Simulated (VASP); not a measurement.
MnS:

```
Mn S
1.0
     3.97600    0.00000    0.00000
    -1.98800    3.44332    0.00000
     0.00000    0.00000    6.43200
Mn S
2 2
Direct
  0.33333 0.66667 0.00000
  0.66667 0.33333 0.50000
  0.33333 0.66667 0.38500
  0.66667 0.33333 0.88500
```

Base run:

```yaml
Program: VASP 6.6.1
Functional: PBE
Potentials_or_basis: VASP PAW PBE potentials, release 64 (Mn_sv, S)
Cutoff: 600 eV
k_mesh: 6 × 6 × 3
Occupations: gaussian, width 0.05 eV
Spin: collinear spin, ferromagnetic start
Starting_moments: "[4.86, 4.86, 0.26, 0.26] μB"
Fixed_moment: 11 μB
Hubbard_terms: Mn d U = 5.0 eV
```

Its results: pressure 9.1 GPa; site moments Mn +4.51; S +0.20 μB; largest force 0.040 eV/Å.

Problem. The run is repeated on the same cell with these changes: fixed moment from 11 μB to 2.5 μB; moments at the start from [4.86, 4.86, 0.26, 0.26] to [1.25, 1.25, 0.0, 0.0]. What comes out?

Solution. Pressure -1.5 GPa; site moments Mn +1.09; S +0.03 μB; largest force 0.158 eV/Å.

Caveats: the total moment is fixed, so each spin has its own Fermi level; only a ferromagnetic start was run, and an antiferromagnetic order may lie lower in energy; the cell stands under pressure (at least some runs).
